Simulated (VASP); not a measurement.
# In2Sb (P6_3/mmc) in VASP: notebook

The runs below take In2Sb through single point, with PBEsol.

Program: VASP 6.6.1. These are calculated values, not measurements. Logs are shortened: lines on timing, memory, paths and dates and some standing lists are left out, and cuts for length are marked.

### Step 1. The cell of the first run

The structure is hexagonal, space group P6_3/mmc (No. 194). Conventional cell: a = 5.380 Å, b = 5.380 Å, c = 6.723 Å, α = 90.00°, β = 90.00°, γ = 120.00°. In (site symmetry -6m2) has 5 Sb at 3.11 to 3.36 Å and 6 In at 3.53 Å within 4.1 Å. In (site symmetry -3m) has 8 In at 3.36 to 3.53 Å and 6 Sb at 3.53 Å within 4.4 Å. Within 4.1 Å of Sb (site symmetry -6m2) lie 11 In at 3.11 to 3.53 Å.

### Step 2. Single point, PBEsol

INCAR reads:

```
PREC = Accurate
ENCUT = 520
EDIFF = 1E-6
ISMEAR = 0
SIGMA = 0.1
LREAL = F
LASPH = T
NELM = 100
ALGO = Normal
ISIF = 2
LWAVE = F
LCHARG = F
GGA = PS
NBANDS = 40
```

KPOINTS reads:

```
Automatic mesh
0
Gamma
  3 3 1
```

POSCAR reads:

```
In2Sb
1.0
    5.3799042018      0.0000000000      0.0000000000
   -2.6899521009      4.6591337087      0.0000000000
    0.0000000000      0.0000000000      6.7225520000
In Sb
4 2
Direct
    0.6666666667      0.3333333333      0.2500000000
    0.3333333333      0.6666666667      0.7500000000
    0.0000000000      0.0000000000      0.5000000000
    0.0000000000      0.0000000000      0.0000000000
    0.6666666667      0.3333333333      0.7500000000
    0.3333333333      0.6666666667      0.2500000000
```

Potentials or basis: VASP PAW PBE potentials, release 64 (In_d, Sb).

On the command line:

```console
cat potpaw_PBE.64/In_d/POTCAR potpaw_PBE.64/Sb/POTCAR > POTCAR
mpirun -np 1 vasp_std > vasp.out
```

OUTCAR:

```text
PREC = Accurate
   ENCUT = 520
   EDIFF = 1E-6
   ISMEAR = 0
   LREAL = F
   LASPH = T
   NELM = 100
   ISIF = 2
   GGA = PS

 ion  position               nearest neighbor table
   1  0.667  0.333  0.250-   6 3.11   6 3.11   6 3.11   5 3.36   5 3.36   3 3.53   4 3.53   3 3.53
                             4 3.53   3 3.53   4 3.53
   2  0.333  0.667  0.750-   5 3.11   5 3.11   5 3.11   6 3.36   6 3.36   3 3.53   4 3.53   4 3.53
                             3 3.53   4 3.53   3 3.53
   3  0.000  0.000  0.500-   4 3.36   4 3.36   1 3.53   5 3.53   6 3.53   2 3.53   1 3.53   5 3.53
                             2 3.53   6 3.53   1 3.53   5 3.53   2 3.53   6 3.53
   4  0.000  0.000  0.000-   3 3.36   3 3.36   1 3.53   5 3.53   6 3.53   2 3.53   1 3.53   5 3.53
                             2 3.53   6 3.53   1 3.53   5 3.53   2 3.53   6 3.53
   5  0.667  0.333  0.750-   2 3.11   2 3.11   2 3.11   1 3.36   1 3.36   3 3.53   4 3.53   3 3.53
                             4 3.53   3 3.53   4 3.53
   6  0.333  0.667  0.250-   1 3.11   1 3.11   1 3.11   2 3.36   2 3.36   3 3.53   4 3.53   4 3.53
                             3 3.53   4 3.53   3 3.53

  LATTYP: Found a hexagonal cell.
 ALAT       =     5.3799042018
 C/A-ratio  =     1.2495672317

  Lattice vectors:

 A1 = (   5.3799042018,   0.0000000000,   0.0000000000)
 A2 = (  -2.6899521009,   4.6591337087,   0.0000000000)
 A3 = (   0.0000000000,   0.0000000000,   6.7225520000)

Analysis of symmetry for initial positions (statically):
=====================================================================
 Subroutine PRICEL returns:
 Original cell was already a primitive cell.

 Routine SETGRP: Setting up the symmetry group for a
 hexagonal supercell.

 Subroutine GETGRP returns: Found 24 space group operations
 (whereof 12 operations were pure point group operations)
 out of a pool of 24 trial point group operations.

The static configuration has the point symmetry D_3d.
 The point group associated with its full space group is D_6h.

Analysis of symmetry for dynamics (positions and initial velocities):
=====================================================================
 Subroutine PRICEL returns:
 Original cell was already a primitive cell.

 Routine SETGRP: Setting up the symmetry group for a
 hexagonal supercell.

 Subroutine GETGRP returns: Found 24 space group operations
 (whereof 12 operations were pure point group operations)
 out of a pool of 24 trial point group operations.

The dynamic configuration has the point symmetry D_3d.
 The point group associated with its full space group is D_6h.

 Subroutine INISYM returns: Found 24 space group operations
 (whereof 12 operations are pure point group operations),
 and found     1 'primitive' translations

----------------------------------------------------------------------------------------

                                     Primitive cell

  volume of cell :     168.5054

  direct lattice vectors                    reciprocal lattice vectors
     5.379904202  0.000000000  0.000000000     0.185876916  0.107316087  0.000000000
    -2.689952101  4.659133709  0.000000000     0.000000000  0.214632175  0.000000000
     0.000000000  0.000000000  6.722552000     0.000000000  0.000000000  0.148753033

  length of vectors
     5.379904202  5.379904202  6.722552000     0.214632175  0.214632175  0.148753033

  position of ions in fractional coordinates (direct lattice)
     0.666666667  0.333333333  0.250000000
     0.333333333  0.666666667  0.750000000
     0.000000000  0.000000000  0.500000000
     0.000000000  0.000000000  0.000000000
     0.666666667  0.333333333  0.750000000
     0.333333333  0.666666667  0.250000000

  ion indices of the primitive-cell ions
   primitive index   ion index
                 1           1
                 2           2
                 3           3
                 4           4
                 5           5
                 6           6

----------------------------------------------------------------------------------------

 KPOINTS: Automatic mesh

Automatic generation of k-mesh.
 Grid dimensions read from file:
 generate k-points for:    3    3    1

 Generating k-lattice:

  Cartesian coordinates                     Fractional coordinates (reciprocal lattice)
     0.061958972  0.035772029  0.000000000     0.333333333  0.000000000  0.000000000
     0.000000000  0.071544058  0.000000000     0.000000000  0.333333333  0.000000000
     0.000000000  0.000000000  0.148753033     0.000000000  0.000000000  1.000000000

  Length of vectors
     0.071544058  0.071544058  0.148753033

  Shift w.r.t. Gamma in fractional coordinates (k-lattice)
     0.000000000  0.000000000  0.000000000

 Subroutine IBZKPT returns following result:
 ===========================================

 Found      3 irreducible k-points:

 Following reciprocal coordinates:
            Coordinates               Weight
  0.000000  0.000000  0.000000      1.000000
  0.333333  0.000000  0.000000      6.000000
  0.333333  0.333333  0.000000      2.000000
   k-points           NKPTS =      3   k-points in BZ     NKDIM =      3   number of bands    NBANDS=     40
   number of dos      NEDOS =    301   number of ions     NIONS =      6
   total plane-waves  NPLWV =  80000
   dimension x,y,z NGX =    40 NGY =   40 NGZ =   50
   dimension x,y,z NGXF=    80 NGYF=   80 NGZF=  100
   ions per type =               4   2
   NGX,Y,Z   is equivalent  to a cutoff of  12.36, 12.36, 12.36 a.u.
   NGXF,Y,Z  is equivalent  to a cutoff of  24.72, 24.72, 24.73 a.u.
 SYSTEM =  unknown system
   PREC   = accura    normal or accurate (medium, high low for compatibility)
   ISTART =      0    job   : 0-new  1-cont  2-samecut
   ICHARG =      2    charge: 1-file 2-atom 10-const
   ISPIN  =      1    spin polarized calculation?
   LNONCOLLINEAR =      F non collinear calculations
   LSORBIT =      F    spin-orbit coupling
   LASPH  =      T    aspherical Exc in radial PAW
   ENCUT  =  520.0 eV  38.22 Ry    6.18 a.u.  10.00 10.00 12.50*2*pi/ulx,y,z
   NELM   =    100;   NELMIN=  2; NELMDL= -5     # of ELM steps
   EDIFF  = 0.1E-05   stopping-criterion for ELM
   LREAL  =      F    real-space projection
   EDIFFG = 0.1E-04   stopping-criterion for IOM
   NSW    =      0    number of steps for IOM
   IBRION =     -1    ionic relax: 0-MD 1-quasi-New 2-CG
   NFREE  =      0    steps in history (QN), initial steepest desc. (CG)
   ISIF   =      2    stress and relaxation
   ISYM   =      2    0-nonsym 1-usesym 2-fastsym
   POTIM  = 0.5000    time-step for ionic-motion
   TEBEG  =    0.0;   TEEND  =   0.0 temperature during run
   PSTRESS=    0.0 pullay stress
   NELECT =      62.0000    total number of electrons
   NUPDOWN=      -1.0000    fix difference up-down
   EMIN   =  10.00;   EMAX   =-10.00  energy-range for DOS
   EFERMI =   0.00;   METHOD = LEGACY
   ISMEAR =     0;   SIGMA  =   0.10  broadening in eV -4-tet -1-fermi 0-gaus
   EFERMI_NEDOS =   21; number of points for ismear=-14 and -15
   IALGO  =     38    algorithm
   IMIX   =      4    mixing-type and parameters
     AMIX     =   0.40;   BMIX     =  1.00
     AMIX_MAG =   1.60;   BMIX_MAG =  1.00
  volume/ion in A,a.u.               =      28.08       189.52
  Fermi-wavevector in a.u.,A,eV,Ry     =   1.173097  2.216833 18.723762  1.376158
  Thomas-Fermi vector in A             =   2.309516
   LORBIT       =      0    0 simple, 1 ext, 2 COOP (PROOUT), +10 PAW based schemes
   GGA     = PS    functional components
   LHFCALC =     F    Hartree Fock is set to
   AEXX    =    0.0000 exact exchange contribution
   IVDW    =     0    specifies the selected vdW correction
   LEPSILON=     F    determine dielectric tensor
   LRPA    =     F    only Hartree local field effects (RPA)
 non-spin polarized calculation
 Gauss-broadening in eV      SIGMA  =   0.10
  energy-cutoff  :      520.00
  volume of cell :      168.51
 maximum number of plane-waves:      4566
   NGX = 21   NGY = 21   NGZ = 25

 number of electron      62.0000005 magnetization

 Free energy of the ion-electron system (eV)
  ---------------------------------------------------
  ext. energy  EPLUGINS =         0.00000000
  ---------------------------------------------------
  free energy    TOTEN  =       -22.52362012 eV

  energy without entropy =      -22.51687505  energy(sigma->0) =      -22.52024759

 E-fermi :   6.7504     XC(G=0): -10.0817

 val. band max:        6.6313952378   @ k =   0.0000   0.0000   0.0000
 cond. band min:       6.9037423036   @ k =   0.3333   0.0000   0.0000
 fundamental gap:      0.2723470658
 Fermi energy:         6.7503903759

 k-point     1 :       0.0000    0.0000    0.0000
  band No.  band energies     occupation
      1      -7.6337      2.00000
      2      -7.6337      2.00000
      3      -7.5940      2.00000
      4      -7.5940      2.00000
      5      -7.5679      2.00000
      6      -7.5679      2.00000
[... 32 lines left out ...]
     39       9.3390      0.00000
     40      10.4738      0.00000

 k-point     2 :       0.3333    0.0000    0.0000
  band No.  band energies     occupation
      1      -7.6309      2.00000
      2      -7.6135      2.00000
      3      -7.5983      2.00000
      4      -7.5703      2.00000
      5      -7.5657      2.00000
      6      -7.5391      2.00000
[... 32 lines left out ...]
     39      11.6193      0.00000
     40      11.6420      0.00000

 k-point     3 :       0.3333    0.3333    0.0000
  band No.  band energies     occupation
      1      -7.6202      2.00000
      2      -7.6202      2.00000
      3      -7.5653      2.00000
      4      -7.5527      2.00000
      5      -7.5500      2.00000
      6      -7.5500      2.00000
[... 32 lines left out ...]
     39      12.5915      0.00000
     40      12.7624      0.00000

------------------------ aborting loop because EDIFF is reached ----------------------------------------

  FORCE on cell =-STRESS in cart. coord.  units (eV):
  Direction    XX          YY          ZZ          XY          YZ          ZX
  --------------------------------------------------------------------------------------
  -------------------------------------------------------------------------------------
  Total       -4.9581362     -4.9581362     -3.6917334      0.0000000      0.0000000     -0.0000000
  in kB      -47.1427755    -47.1427755    -35.1016091      0.0000000      0.0000000     -0.0000000
  external PRESSURE =     -43.1290533 kB  Pullay stress =       0.0000000 kB

 VOLUME and BASIS-vectors are now :
 -----------------------------------------------------------------------------
  energy-cutoff  :      520.00
  volume of cell :      168.51
      direct lattice vectors                 reciprocal lattice vectors
     5.379904202  0.000000000  0.000000000     0.185876916  0.107316087  0.000000000
    -2.689952101  4.659133709  0.000000000     0.000000000  0.214632175  0.000000000
     0.000000000  0.000000000  6.722552000     0.000000000  0.000000000  0.148753033

 POSITION                                       TOTAL-FORCE (eV/Angst)
 -----------------------------------------------------------------------------------
      2.68995      1.55304      1.68064        -0.000000     -0.000000      0.000000
     -0.00000      3.10609      5.04191        -0.000000      0.000000     -0.000000
      0.00000      0.00000      3.36128         0.000000      0.000000      0.000000
      0.00000      0.00000      0.00000         0.000000      0.000000      0.000000
      2.68995      1.55304      5.04191         0.000000      0.000000      0.000000
     -0.00000      3.10609      1.68064        -0.000000     -0.000000      0.000000
 -----------------------------------------------------------------------------------
    total drift:                               -0.000000     -0.000000     -0.000000

  FREE ENERGIE OF THE ION-ELECTRON SYSTEM (eV)
  ---------------------------------------------------
  free  energy   TOTEN  =       -22.5236201213 eV

  energy  without entropy=      -22.5168750546  energy(sigma->0) =      -22.52024759
```

Run time: 54 s. Hardware: 1 thread of Intel Xeon 8259CL, shared host; peak memory 0.26 GiB.

What came out:

```
Free energy            : -22.5236 eV
Pressure               : -4.3 GPa
Band gap on the k mesh : zero (band 31 reaches 6.98 eV, above the bottom of band 32 at 6.63 eV)
```

Stress tensor (GPa, compression positive):
```
-4.71  0.00  0.00
 0.00 -4.71  0.00
 0.00  0.00 -3.51
```

Caveat: the k points lie up to 0.93 Å⁻¹ apart; the PAW data sets were made with another functional, which shifts forces and pressure a little; spin-orbit coupling is left out, which moves the levels of the heavy elements.

### Step 3. Single point, PBEsol

INCAR reads:

```
ALGO     = Fast           # electronic algorithm
EDIFF    = 1E-6           # SCF threshold, eV
ENCUT    = 520            # plane-wave cutoff, eV
GGA      = PS             # functional
ISIF     = 2              # what is computed and relaxed
ISMEAR   = 0              # smearing method
LASPH    = T              # aspherical terms in the spheres
LCHARG   = F              # write CHGCAR
LREAL    = F              # projectors in reciprocal space
LWAVE    = F              # write WAVECAR
NBANDS   = 40             # bands
NELM     = 100            # most SCF steps
PREC     = Accurate       # precision mode
SIGMA    = 0.1            # smearing width, eV
```

KPOINTS reads:

```
k-points
0
Gamma
  3 3 2
```

POSCAR is that of step 2.

Potentials or basis: VASP PAW PBE potentials, release 64 (In_d, Sb).

On the command line:

```console
cat potpaw_PBE.64/In_d/POTCAR potpaw_PBE.64/Sb/POTCAR > POTCAR
mpirun -np 1 vasp_std > vasp.out
```

Run time: 84 s. Hardware: 1 thread of Intel Xeon 8259CL, shared host; peak memory 0.27 GiB.

Results (log left out):

- Free energy: -20.6486 eV
- Pressure: -2.8 GPa
- Band gap on the k mesh: zero (band 31 reaches 7.65 eV, above the bottom of band 32 at 5.94 eV)

Stress tensor (GPa, compression positive):
```
-4.18  0.00  0.00
 0.00 -4.18  0.00
 0.00  0.00 -0.11
```

Levels at points of the mesh, in eV from the Fermi level:
```
           k point  band 27  band 28  band 29  band 30  band 31  band 32  band 33  band 34
(0.00, 0.00, 0.00)    -2.33    -1.69    -1.69    -1.49    -0.47    -0.24    -0.24     0.18
(0.00, 0.00, 0.50)    -1.81    -1.81    -1.81    -1.81    -0.97    -0.97    -0.16    -0.16
```

Caveat: the k points lie up to 0.47 Å⁻¹ apart; the PAW data sets were made with another functional, which shifts forces and pressure a little; spin-orbit coupling is left out, which moves the levels of the heavy elements.
